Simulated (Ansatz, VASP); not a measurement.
# Sb in VASP and in Ansatz

Contents of POSCAR:

```
Sb
1.0
    3.1600000000      0.0000000000      0.0000000000
    0.0000000000      3.1600000000      0.0000000000
    0.0000000000      0.0000000000      3.1600000000
Sb
1
Direct
    0.0000000000      0.0000000000      0.0000000000
```

INCAR.step1

```
PREC = Accurate
ENCUT = 520
EDIFF = 1E-5
ISMEAR = -1
SIGMA = 0.05
LREAL = F
LASPH = T
NELM = 60
ALGO = Normal
ISIF = 2
LWAVE = T
LCHARG = F
NBANDS = 8
GGA = PE
```

Contents of INCAR.step2:

```
PREC = Accurate
ENCUT = 520
EDIFF = 1E-6
ISMEAR = -1
SIGMA = 0.05
LREAL = F
LASPH = T
NELM = 60
ALGO = Normal
ISIF = 2
LWAVE = F
LCHARG = F
GGA = PE
LHFCALC = T
AEXX = 0.25
PRECFOCK = Normal
NBANDS = 8
ISTART = 1
```

The input KPOINTS:

```
Automatic mesh
0
Gamma
  4 4 4
```

Contents of input:

```
crystal:
  lattice:
    - [3.16, 0.0, 0.0]
    - [0.0, 3.16, 0.0]
    - [0.0, 0.0, 3.16]
  atoms:
    - { symbol: Sb, position: [0.0, 0.0, 0.0] }
hamiltonian:
  xc: pbe0
  pseudopotentials: { kind: paw }
kpoints:
  mp_grid: { grid: [4, 4, 4] }
scf:
  occupations: { method: fermi_dirac, width: 0.05 }
output:
  forces: true
  stress: true
  eigenvalues: true
```

Alike in both runs: task single point; functional PBE0; k mesh 4 × 4 × 4; occupations fermi-dirac, width 0.05 eV; no spin polarisation.

|  | VASP | Ansatz |
| --- | --- | --- |
| version | VASP 6.6.1 | Ansatz 0.2.0 |
| potentials or method | VASP PAW PBE potentials, release 64 (Sb) | Ansatz PAW |
| plane-wave cutoff (eV) | 520 | 420 |
| valence electrons in the cell | 5 | 15 |

VASP gave:

- gap on the k mesh at the Fermi level (eV): none
- pressure (GPa): -6.6

Task: Estimate Ansatz's values.

Result: gap on the k mesh at the Fermi level (eV): none; pressure (GPa): -5.7.

A gap of «none» marks a metal or a gap that the smearing closes. VASP's potentials hold 5 valence electrons a cell and Ansatz's 15, so a difference there can come from the potentials and not from the codes.

The k mesh is coarse, so the values compare programs but aren't converged. Spin-orbit coupling is off throughout.
